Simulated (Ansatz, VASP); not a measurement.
# One calculation of BeSi2Br, two programs

```
CELL_PARAMETERS angstrom
1.39924 -2.42356 0.00000
-4.19772 -2.42356 0.00000
0.00000 0.00000 -10.39250
ATOMIC_POSITIONS crystal
Be 0.00000 0.00000 0.50000
Be 0.50000 0.50000 0.50000
Si 0.50000 0.50000 0.28319
Si 0.00000 0.00000 0.28319
Si 0.00000 0.00000 0.71681
Si 0.50000 0.50000 0.71681
Br 0.00000 0.00000 0.00000
Br 0.50000 0.50000 0.00000
```

Alike in both runs: task single point; functional PBE; k mesh 8 × 4 × 2; occupations gaussian, width 0.2 eV; no spin polarisation.

|  | VASP | Ansatz |
| --- | --- | --- |
| version | VASP 6.6.1 | Ansatz 0.2.0 |
| potentials or method | VASP PAW PBE potentials, release 64 (Be, Si, Br), cutoff 520 eV | scalar-relativistic, plane waves, PAW |
| valence electrons in the cell | 34 | 34 |

Ansatz gave:

```
gap on the k mesh at the Fermi level (eV)                     : none
pressure (GPa)                                                : 0.0
traceless stress, the component that is largest in VASP (GPa) : 0.82
rms of the force components (eV/Å)                            : 0.037
```

Q: What did VASP give for the same quantities?

A: gap on the k mesh at the Fermi level (eV): none; pressure (GPa): 0.0; traceless stress, the component that is largest in VASP (GPa): 0.84; rms of the force components (eV/Å): 0.036.

Atom by atom the forces differ by 0.001 eV/Å (rms over components). A gap of «none» marks a metal or a gap that the smearing closes. The functional is the same, so the differences come from potentials, cutoffs and numerics.
